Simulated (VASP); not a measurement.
Write the native input for VASP 6.6.1 that does the following.

```yaml
Task: single point
Functional: PBE
Potentials_or_basis: VASP PAW PBE potentials, release 64 (Na_pv, F)
Cutoff: 520 eV
k_mesh: 6 × 6 × 6
Occupations: gaussian, width 0.01 eV
Spin: no spin polarisation
Dipole_correction: no
Further_INCAR_settings: ALGO = Normal; EDIFF = 1e-07; NBANDS = 14
```

The structure of NaF lies in POSCAR:

```
NaF
1.0
    0.0000000000      2.2972417895      2.2972417895
    2.2972417895      0.0000000000      2.2972417895
    2.2972417895      2.2972417895      0.0000000000
Na F
1 1
Direct
    0.0000000000      0.0000000000      0.0000000000
    0.5000000000      0.5000000000      0.5000000000
```

One way to write it, as run:

INCAR

```
SYSTEM = NaF
PREC = Accurate
ENCUT = 520
EDIFF = 1E-7
ISMEAR = 0
SIGMA = 0.01
LREAL = .False.
LASPH = .True.
NELM = 80
ALGO = Normal
ISIF = 2
LWAVE = .False.
LCHARG = .True.
GGA = PE
LELF = .True.
LVHAR = .True.
NBANDS = 14
```

KPOINTS

```
Automatic mesh
0
Gamma
  6 6 6
  0 0 0
```

Potentials or basis: VASP PAW PBE potentials, release 64 (Na_pv, F).

The run is started by

```bash
$ cat potpaw_PBE.64/Na_pv/POTCAR potpaw_PBE.64/F/POTCAR > POTCAR
$ mpirun -np 1 vasp_std > vasp.out
```

Results of the run:

| Item | Value |
| --- | --- |
| Pressure | 3.5 GPa |
| Band gap on the k mesh | 6.44 eV |

Caveat: the cell stands under pressure.

It took 8.3 s on 1 thread of AMD EPYC 7R13, with other jobs on the host, peak memory 0.1 GiB.
